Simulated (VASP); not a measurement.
# SrO (P6_3/mmc) in VASP: a series of runs

The runs below take SrO through single point, with r2SCAN.

Program: VASP 6.6.1. These are calculated values, not measurements. Logs are shortened: lines on timing, memory, paths and dates and some standing lists are left out, and cuts for length are marked.

### Step 1. The cell of the first run

Symmetry: P6_3/mmc, No. 194, hexagonal system. Conventional cell: a = 3.547 Å, b = 3.547 Å, c = 6.208 Å, α = 90.00°, β = 90.00°, γ = 120.00°. Within 3.4 Å of Sr (site symmetry -6m2) lie 6 O at 2.57 Å. Within 3.4 Å of O (site symmetry -3m) lie 6 Sr at 2.57 Å and 2 O at 3.10 Å.

### Step 2. Single point, r2SCAN

The input, POSCAR:

```
SrO
1.0
    3.5471277436      0.0000000000      0.0000000000
   -1.7735638718      3.0719027365      0.0000000000
    0.0000000000      0.0000000000      6.2083420503
Sr O
2 2
Direct
    0.3333333333      0.6666666667      0.2500000000
    0.6666666667      0.3333333333      0.7500000000
    0.0000000000      0.0000000000      0.0000000000
    0.0000000000      0.0000000000      0.5000000000
```

The input, INCAR.step1:

```
SYSTEM = SrO
  ALGO = Normal
  EDIFF = 1E-4
  ENCUT = 520
  GGA = PE
  ISMEAR = 0
  LASPH = .TRUE.
  LCHARG = .FALSE.
  LREAL = .FALSE.
  LWAVE = .TRUE.
  NBANDS = 24
  NELM = 100
  PREC = Accurate
  SIGMA = 0.01
```

The input, INCAR.step2:

```
SYSTEM = SrO
  ALGO = Normal
  EDIFF = 1E-6
  ENCUT = 520
  ISIF = 2
  ISMEAR = 0
  ISTART = 1
  LASPH = .TRUE.
  LCHARG = .FALSE.
  LMIXTAU = .TRUE.
  LREAL = .FALSE.
  LWAVE = .FALSE.
  METAGGA = R2SCAN
  NBANDS = 24
  NELM = 100
  PREC = Accurate
  SIGMA = 0.01
```

The input, KPOINTS:

```
k-points
0
G
  9 9 4
  0 0 0
```

Potentials or basis: VASP PAW PBE potentials, release 64 (Sr_sv, O).

On the command line:

```
cat potpaw_PBE.64/Sr_sv/POTCAR potpaw_PBE.64/O/POTCAR > POTCAR
cp INCAR.step1 INCAR
mpirun -np 1 vasp_std > vasp.out
cp INCAR.step2 INCAR
mpirun -np 1 vasp_std > vasp.out
```

OUTCAR:

```text
SYSTEM = SrO
   EDIFF = 1E-6
   ENCUT = 520
   ISIF = 2
   ISMEAR = 0
   ISTART = 1
   LASPH = .TRUE.
   LREAL = .FALSE.
   METAGGA = R2SCAN
   NELM = 100
   PREC = Accurate

 ion  position               nearest neighbor table
   1  0.333  0.667  0.250-   3 2.57   4 2.57   3 2.57   4 2.57   3 2.57   4 2.57   2 3.72   2 3.72
                             2 3.72   2 3.72   2 3.72   2 3.72
   2  0.667  0.333  0.750-   3 2.57   4 2.57   3 2.57   4 2.57   3 2.57   4 2.57   1 3.72   1 3.72
                             1 3.72   1 3.72   1 3.72   1 3.72
   3  0.000  0.000  0.000-   1 2.57   2 2.57   2 2.57   1 2.57   2 2.57   1 2.57
   4  0.000  0.000  0.500-   1 2.57   2 2.57   2 2.57   1 2.57   2 2.57   1 2.57

  LATTYP: Found a hexagonal cell.
 ALAT       =     3.5471277436
 C/A-ratio  =     1.7502448457

  Lattice vectors:

 A1 = (   3.5471277436,   0.0000000000,   0.0000000000)
 A2 = (  -1.7735638718,   3.0719027365,   0.0000000000)
 A3 = (   0.0000000000,   0.0000000000,   6.2083420503)

Analysis of symmetry for initial positions (statically):
=====================================================================
 Subroutine PRICEL returns:
 Original cell was already a primitive cell.

 Routine SETGRP: Setting up the symmetry group for a
 hexagonal supercell.

 Subroutine GETGRP returns: Found 24 space group operations
 (whereof 12 operations were pure point group operations)
 out of a pool of 24 trial point group operations.

The static configuration has the point symmetry D_3d.
 The point group associated with its full space group is D_6h.

Analysis of symmetry for dynamics (positions and initial velocities):
=====================================================================
 Subroutine PRICEL returns:
 Original cell was already a primitive cell.

 Routine SETGRP: Setting up the symmetry group for a
 hexagonal supercell.

 Subroutine GETGRP returns: Found 24 space group operations
 (whereof 12 operations were pure point group operations)
 out of a pool of 24 trial point group operations.

The dynamic configuration has the point symmetry D_3d.
 The point group associated with its full space group is D_6h.

 Subroutine INISYM returns: Found 24 space group operations
 (whereof 12 operations are pure point group operations),
 and found     1 'primitive' translations

----------------------------------------------------------------------------------------

                                     Primitive cell

  volume of cell :      67.6488

  direct lattice vectors                    reciprocal lattice vectors
     3.547127744  0.000000000  0.000000000     0.281918237  0.162765570  0.000000000
    -1.773563872  3.071902736  0.000000000     0.000000000  0.325531140  0.000000000
     0.000000000  0.000000000  6.208342050     0.000000000  0.000000000  0.161073599

  length of vectors
     3.547127744  3.547127744  6.208342050     0.325531140  0.325531140  0.161073599

  position of ions in fractional coordinates (direct lattice)
     0.333333333  0.666666667  0.250000000
     0.666666667  0.333333333  0.750000000
     0.000000000  0.000000000  0.000000000
     0.000000000  0.000000000  0.500000000

  ion indices of the primitive-cell ions
   primitive index   ion index
                 1           1
                 2           2
                 3           3
                 4           4

----------------------------------------------------------------------------------------

 KPOINTS: k-points

Automatic generation of k-mesh.
 Grid dimensions read from file:
 generate k-points for:    9    9    4

 Generating k-lattice:

  Cartesian coordinates                     Fractional coordinates (reciprocal lattice)
     0.031324249  0.018085063  0.000000000     0.111111111  0.000000000  0.000000000
     0.000000000  0.036170127  0.000000000     0.000000000  0.111111111  0.000000000
     0.000000000  0.000000000  0.040268400     0.000000000  0.000000000  0.250000000

  Length of vectors
     0.036170127  0.036170127  0.040268400

  Shift w.r.t. Gamma in fractional coordinates (k-lattice)
     0.000000000  0.000000000  0.000000000

 Subroutine IBZKPT returns following result:
 ===========================================

 Found     36 irreducible k-points:

 Following reciprocal coordinates:
            Coordinates               Weight
  0.000000  0.000000  0.000000      1.000000
  0.111111  0.000000  0.000000      6.000000
  0.222222  0.000000  0.000000      6.000000
  0.333333  0.000000  0.000000      6.000000
  0.444444  0.000000  0.000000      6.000000
  0.111111  0.111111  0.000000      6.000000
[... 16 lines left out ...]
  0.333333  0.222222  0.250000     24.000000
  0.333333  0.333333  0.250000      4.000000
 [... further k-points ...]
   k-points           NKPTS =     36   k-points in BZ     NKDIM =     36   number of bands    NBANDS=     24
   number of dos      NEDOS =    301   number of ions     NIONS =      4
   total plane-waves  NPLWV =  37632
   dimension x,y,z NGX =    28 NGY =   28 NGZ =   48
   dimension x,y,z NGXF=    56 NGYF=   56 NGZF=   96
   ions per type =               2   2
   NGX,Y,Z   is equivalent  to a cutoff of  13.12, 13.12, 12.85 a.u.
   NGXF,Y,Z  is equivalent  to a cutoff of  26.25, 26.25, 25.71 a.u.
 SYSTEM =  SrO
   PREC   = accura    normal or accurate (medium, high low for compatibility)
   ISTART =      1    job   : 0-new  1-cont  2-samecut
   ICHARG =      0    charge: 1-file 2-atom 10-const
   ISPIN  =      1    spin polarized calculation?
   LNONCOLLINEAR =      F non collinear calculations
   LSORBIT =      F    spin-orbit coupling
   LASPH  =      T    aspherical Exc in radial PAW
   ENCUT  =  520.0 eV  38.22 Ry    6.18 a.u.   6.60  6.60 11.54*2*pi/ulx,y,z
   NELM   =    100;   NELMIN=  2; NELMDL=  0     # of ELM steps
   EDIFF  = 0.1E-05   stopping-criterion for ELM
   LREAL  =      F    real-space projection
   EDIFFG = 0.1E-04   stopping-criterion for IOM
   NSW    =      0    number of steps for IOM
   IBRION =     -1    ionic relax: 0-MD 1-quasi-New 2-CG
   NFREE  =      0    steps in history (QN), initial steepest desc. (CG)
   ISIF   =      2    stress and relaxation
   ISYM   =      2    0-nonsym 1-usesym 2-fastsym
   POTIM  = 0.5000    time-step for ionic-motion
   TEBEG  =    0.0;   TEEND  =   0.0 temperature during run
   PSTRESS=    0.0 pullay stress
   NELECT =      32.0000    total number of electrons
   NUPDOWN=      -1.0000    fix difference up-down
   EMIN   =  10.00;   EMAX   =-10.00  energy-range for DOS
   EFERMI =   0.00;   METHOD = LEGACY
   ISMEAR =     0;   SIGMA  =   0.01  broadening in eV -4-tet -1-fermi 0-gaus
   EFERMI_NEDOS =   21; number of points for ismear=-14 and -15
   IALGO  =     38    algorithm
   IMIX   =      4    mixing-type and parameters
     AMIX     =   0.40;   BMIX     =  1.00
     AMIX_MAG =   1.60;   BMIX_MAG =  1.00
  volume/ion in A,a.u.               =      16.91       114.13
  Fermi-wavevector in a.u.,A,eV,Ry     =   1.275572  2.410481 22.137808  1.627083
  Thomas-Fermi vector in A             =   2.408276
   LORBIT       =      0    0 simple, 1 ext, 2 COOP (PROOUT), +10 PAW based schemes
   METAGGA = R2SCAN    functional components
   LHFCALC =     F    Hartree Fock is set to
   AEXX    =    0.0000 exact exchange contribution
   IVDW    =     0    specifies the selected vdW correction
   LEPSILON=     F    determine dielectric tensor
   LRPA    =     F    only Hartree local field effects (RPA)
 non-spin polarized calculation
 Gauss-broadening in eV      SIGMA  =   0.01
  energy-cutoff  :      520.00
  volume of cell :       67.65
 maximum number of plane-waves:      1847
 NGX is ok and might be reduce to    28
   NGX = 13   NGY = 13   NGZ = 23

 number of electron      32.0000015 magnetization

 Free energy of the ion-electron system (eV)
  ---------------------------------------------------
  ext. energy  EPLUGINS =         0.00000000
  ---------------------------------------------------
  free energy    TOTEN  =       -53.74554049 eV

  energy without entropy =      -53.74554049  energy(sigma->0) =      -53.74554049

 E-fermi :   2.0688     XC(G=0): -10.6019

 val. band max:        1.9392481899   @ k =   0.0000   0.0000   0.0000
 cond. band min:       5.4630782783   @ k =   0.4444   0.0000   0.0000
 fundamental gap:      3.5238300883
 Fermi energy:         2.0688305534

 k-point     1 :       0.0000    0.0000    0.0000
  band No.  band energies     occupation
      1     -32.1484      2.00000
      2     -32.0369      2.00000
      3     -15.9655      2.00000
      4     -14.5748      2.00000
      5     -13.2026      2.00000
      6     -13.2026      2.00000
[... 16 lines left out ...]
     23       9.9540      0.00000
     24      10.8036      0.00000

 k-point     2 :       0.1111    0.0000    0.0000
  band No.  band energies     occupation
      1     -32.1319      2.00000
      2     -32.0269      2.00000
      3     -15.8693      2.00000
      4     -14.7964      2.00000
      5     -13.3163      2.00000
      6     -13.2476      2.00000
[... 16 lines left out ...]
     23      10.1677      0.00000
     24      10.4995      0.00000

 k-point     3 :       0.2222    0.0000    0.0000
  band No.  band energies     occupation
      1     -32.0889      2.00000
      2     -32.0022      2.00000
      3     -15.5921      2.00000
      4     -15.2299      2.00000
      5     -13.5818      2.00000
      6     -13.3402      2.00000
[... 16 lines left out ...]
     23      10.5724      0.00000
     24      10.7172      0.00000
[... 514 lines left out ...]
 k-point    23 :       0.3333    0.2222    0.2500
  band No.  band energies     occupation
      1     -31.9777      2.00000
      2     -31.9618      2.00000
      3     -15.7438      2.00000
      4     -14.9364      2.00000
      5     -13.7894      2.00000
      6     -13.7432      2.00000
[... 16 lines left out ...]
     23      11.8942      0.00000
     24      12.2847      0.00000

 k-point    24 :       0.3333    0.3333    0.2500
  band No.  band energies     occupation
      1     -31.9629      2.00000
      2     -31.9629      2.00000
      3     -15.7547      2.00000
      4     -14.8360      2.00000
      5     -13.8848      2.00000
      6     -13.8848      2.00000
[... 16 lines left out ...]
     23      12.2881      0.00000
     24      12.2881      0.00000

 [... further k-points ...]

------------------------ aborting loop because EDIFF is reached ----------------------------------------

  FORCE on cell =-STRESS in cart. coord.  units (eV):
  Direction    XX          YY          ZZ          XY          YZ          ZX
  --------------------------------------------------------------------------------------
  -------------------------------------------------------------------------------------
  Total        0.2337095      0.2337095      0.2352348      0.0000000      0.0000000      0.0000000
  in kB        5.5351205      5.5351205      5.5712441      0.0000000      0.0000000      0.0000000
  external PRESSURE =       5.5471617 kB  Pullay stress =       0.0000000 kB

 VOLUME and BASIS-vectors are now :
 -----------------------------------------------------------------------------
  energy-cutoff  :      520.00
  volume of cell :       67.65
      direct lattice vectors                 reciprocal lattice vectors
     3.547127744  0.000000000  0.000000000     0.281918237  0.162765570  0.000000000
    -1.773563872  3.071902736  0.000000000     0.000000000  0.325531140  0.000000000
     0.000000000  0.000000000  6.208342050     0.000000000  0.000000000  0.161073599

 POSITION                                       TOTAL-FORCE (eV/Angst)
 -----------------------------------------------------------------------------------
     -0.00000      2.04794      1.55209         0.000000      0.000000      0.000000
      1.77356      1.02397      4.65626         0.000000      0.000000      0.000000
      0.00000      0.00000      0.00000        -0.000000      0.000000     -0.000000
      0.00000      0.00000      3.10417        -0.000000      0.000000     -0.000000
 -----------------------------------------------------------------------------------
    total drift:                               -0.000000      0.000000      0.000000

  FREE ENERGIE OF THE ION-ELECTRON SYSTEM (eV)
  ---------------------------------------------------
  free  energy   TOTEN  =       -53.7455404904 eV

  energy  without entropy=      -53.7455404904  energy(sigma->0) =      -53.74554049
```

It took 1.8 min on 1 thread of Intel Xeon 6975P-C (Granite Rapids), shared host; peak memory 0.22 GiB.

Results:

* Free energy: -53.7455 eV
* Pressure: 0.6 GPa
* Band gap on the k mesh: 3.52 eV, indirect (least direct gap 3.70 eV)

Caveat: the PAW data sets were made with another functional, which shifts forces and pressure a little. r2SCAN opens gaps a little over a GGA but as a rule still falls short of measured ones.

### Step 3. Single point, r2SCAN (volume changed by +3%)

The input, POSCAR:

```
SrO
1.0
    3.5822501045      0.0000000000      0.0000000000
   -1.7911250522      3.1023195932      0.0000000000
    0.0000000000      0.0000000000      6.2698147813
Sr O
2 2
Direct
    0.3333333333      0.6666666667      0.2500000000
    0.6666666667      0.3333333333      0.7500000000
    0.0000000000      0.0000000000      0.0000000000
    0.0000000000      0.0000000000      0.5000000000
```

The input, INCAR.step1:

```
SYSTEM = SrO
PREC = Accurate
ENCUT = 520
ISMEAR = 0
SIGMA = 0.01
LREAL = .False.
LASPH = .True.
NELM = 100
NBANDS = 24
GGA = PE
ALGO = Normal
EDIFF = 1E-4
LWAVE = .True.
LCHARG = .False.
```

The input, INCAR.step2:

```
SYSTEM = SrO
PREC = Accurate
ENCUT = 520
EDIFF = 1E-7
ISMEAR = 0
SIGMA = 0.01
LREAL = .False.
LASPH = .True.
NELM = 100
ALGO = Normal
ISIF = 2
LWAVE = .False.
LCHARG = .True.
METAGGA = R2SCAN
LMIXTAU = .True.
LELF = .True.
LVHAR = .True.
NBANDS = 24
ISTART = 1
```

The input, KPOINTS:

```
regular mesh
0
Gamma
  9 9 4
  0 0 0
```

Potentials or basis: VASP PAW PBE potentials, release 64 (Sr_sv, O).

On the command line:

```
cat potpaw_PBE.64/Sr_sv/POTCAR potpaw_PBE.64/O/POTCAR > POTCAR
cp INCAR.step1 INCAR
mpirun -np 1 vasp_std > vasp.out
cp INCAR.step2 INCAR
mpirun -np 1 vasp_std > vasp.out
```

Wall time 2.1 min (1 thread of Intel Xeon 6975P-C (Granite Rapids), shared host); peak memory 0.22 GiB.

It converged, with:

* Free energy: -53.7375 eV
* Pressure: -2.0 GPa
* Band gap on the k mesh: 3.51 eV, indirect (least direct gap 3.52 eV)

Stress tensor (GPa, compression positive):
```
-1.88  0.00  0.00
 0.00 -1.88  0.00
 0.00  0.00 -2.32
```

Levels at points of the mesh, in eV from the valence-band top:
| k point | band 14 | band 15 | band 16 | band 17 | band 18 | band 19 |
| --- | --- | --- | --- | --- | --- | --- |
| (0.00, 0.00, 0.00) | -0.75 | -0.75 | 0.00 | 3.52 | 5.38 | 5.65 |
| (0.00, 0.00, 0.50) | -0.90 | -0.90 | -0.90 | 5.04 | 5.04 | 6.44 |

Caveat: the PAW data sets were made with another functional, which shifts forces and pressure a little. A k mesh can miss the band edges.
